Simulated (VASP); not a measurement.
Runs of VASP 6.6.1 on CdSe. The structure is that of space group P6_3mc (No. 186), or close to it. The cells are those of the table. 

```tsv
cell	k mesh	smearing	gap on the mesh (eV)	pressure (GPa)
a = 4.341, b = 4.341, c = 7.006 Å, angles 90.0, 90.0, 120.0°, 4 atoms	12 × 12 × 4	fermi-dirac 0.02 eV	0.65	2.3
a = 4.341, b = 4.341, c = 7.218 Å, angles 90.0, 90.0, 120.0°, 4 atoms	6 × 6 × 2	gaussian 0.01 eV	(b)	0.7
a = 4.341, b = 4.341, c = 6.935 Å, angles 90.0, 90.0, 120.0°, 4 atoms	6 × 6 × 2	gaussian 0.01 eV	0.65	(a)
a = 4.341, b = 4.341, c = 7.077 Å, angles 90.0, 90.0, 120.0°, 4 atoms	12 × 12 × 4	fermi-dirac 0.02 eV	0.61	1.7
a = 4.341, b = 4.341, c = 7.289 Å, angles 90.0, 90.0, 120.0°, 4 atoms	6 × 6 × 2	gaussian 0.01 eV	0.49	0.2
```

Alike in all rows: task single point; level PBE; potentials or basis VASP PAW PBE potentials, release 64 (Cd, Se); no spin polarisation; cutoff (eV) 520.

**Question.** Estimate the missing entries.

**Answer.** (a) 2.8; (b) 0.53.

Caveats: some runs use coarse meshes.

A k mesh can miss the band edges, and the runs leave out spin-orbit coupling on Cd, Se.
